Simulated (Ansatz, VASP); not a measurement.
# Two plane-wave programs on Mg2Cd3Te5

File INCAR:

```
SYSTEM = Mg2Cd3Te5
ALGO = Normal
EDIFF = 1E-6
ENCUT = 520
GGA = PE
ISIF = 2
ISMEAR = 0
LASPH = .TRUE.
LCHARG = .TRUE.
LELF = .TRUE.
LREAL = .FALSE.
LVHAR = .TRUE.
LWAVE = .FALSE.
NBANDS = 46
NELM = 100
PREC = Accurate
SIGMA = 0.1
```

Contents of KPOINTS:

```
k-points
0
G
  4 4 4
  0 0 0
```

POSCAR

```
Mg2Cd3Te5
1.0
   -2.3271151653      4.0306817014      0.0000000000
   -4.6542303306      0.0000000000      0.0000000000
   -2.3271151653      1.3435605671     18.9387880647
Mg Cd Te
2 3 5
Direct
    0.0001283681      0.0001283681      0.9996148958
    0.2005487892      0.2005487892      0.3983536324
    0.3994705442      0.3994705442      0.8015883675
    0.8003221250      0.8003221250      0.5990336250
    0.5998179433      0.5998179433      0.2005461702
    0.3489894438      0.3489894438      0.9530316687
    0.7499711885      0.7499711885      0.7500864345
    0.1508827778      0.1508827778      0.5473516667
    0.5493979545      0.5493979545      0.3518061365
    0.9504708657      0.9504708657      0.1485874029
```

Input for Ansatz:

```yaml
crystal:
  lattice:
    - [-2.3271151653, 4.0306817014, 0.0]
    - [-4.6542303306, 0.0, 0.0]
    - [-2.3271151653, 1.3435605671, 18.9387880647]
  atoms:
    - { symbol: Mg, position: [0.0001283681, 0.0001283681, 0.9996148958] }
    - { symbol: Mg, position: [0.2005487892, 0.2005487892, 0.3983536324] }
    - { symbol: Cd, position: [0.3994705442, 0.3994705442, 0.8015883675] }
    - { symbol: Cd, position: [0.800322125, 0.800322125, 0.599033625] }
    - { symbol: Cd, position: [0.5998179433, 0.5998179433, 0.2005461702] }
    - { symbol: Te, position: [0.3489894438, 0.3489894438, 0.9530316687] }
    - { symbol: Te, position: [0.7499711885, 0.7499711885, 0.7500864345] }
    - { symbol: Te, position: [0.1508827778, 0.1508827778, 0.5473516667] }
    - { symbol: Te, position: [0.5493979545, 0.5493979545, 0.3518061365] }
    - { symbol: Te, position: [0.9504708657, 0.9504708657, 0.1485874029] }
basis:
  ecutwfc: 420
kpoints:
  mp_grid: { grid: [4, 4, 4] }
hamiltonian:
  xc: pbe
scf:
  occupations: { method: gaussian, width: 0.1 }
  lower_state_search: "off"
output:
  forces: true
  stress: true
  eigenvalues: true
```

Alike in both runs: task single point; functional PBE; k mesh 4 × 4 × 4; occupations gaussian, width 0.1 eV; no spin polarisation.

|  | VASP | Ansatz |
| --- | --- | --- |
| version | VASP 6.6.1 | Ansatz 0.2.0 |
| potentials or method | VASP PAW PBE potentials, release 64 (Mg, Cd, Te), cutoff 520 eV | scalar-relativistic, plane waves, PAW |
| valence electrons in the cell | 70 | 160 |

|  | VASP | Ansatz | Ansatz less VASP |
| --- | --- | --- | --- |
| gap on the k mesh at the Fermi level (eV) | 1.05 | 1.06 | +0.004 |
| least direct gap on the mesh (eV) | 1.05 | 1.06 | +0.004 |
| pressure (GPa) | 0.1 | 0.1 | -0.06 |
| traceless stress, the component that is largest in VASP (GPa) | -0.15 | -0.15 | +0.001 |
| rms of the force components (eV/Å) | 0.011 | 0.006 | -0.0041 |

Atom by atom the forces differ by 0.005 eV/Å (rms over components). VASP's potentials hold 70 valence electrons a cell and Ansatz's 160, so a difference there can come from the potentials and not from the codes.

Spin-orbit coupling is off throughout.
